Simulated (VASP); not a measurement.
Crystal: CaO.

```
Ca O
1.0
     2.40650    2.40650    0.00000
    -2.40650    2.40650    0.00000
     0.00000    2.40650    2.40650
Ca O
1 1
Direct
  0.00000 0.00000 0.00000
  0.50000 0.50000 0.00000
```

```yaml
Program: VASP 6.6.1
Task: relaxation of cell and atoms
Functional: LDA
Potentials_or_basis: VASP PAW LDA potentials, release 64 (Ca_sv, O)
Cutoff: 600 eV
k_mesh: 12 × 12 × 12
Occupations: fermi-dirac, width 0.1 eV
Spin: no spin polarisation
```

At the start: pressure -6.8 GPa; volume 13.94 Å³/atom.

Problem. How do energy, volume and symmetry change on relaxing?

Solution. Over 3 steps the energy falls by 18.1 meV/atom and the volume is 13.12 Å³/atom (-5.8 %); space group Fm-3m (No. 225, to 0.05 Å).

The path:
```csv
step,energy change (eV),largest force (eV/Å),pressure (GPa),volume (Å³)
1,0.0000,0.0000,-6.76,27.87
2,-0.0289,0.0000,3.58,25.57
3,-0.0363,0.0000,0.00,26.25
```

Final structure:
```
Ca O
1.0
     2.35874    2.35874    0.00000
    -2.35874    2.35874    0.00000
     0.00000    2.35874    2.35874
Ca O
1 1
Direct
  0.00000 0.00000 0.00000
  0.50000 0.50000 0.00000
```
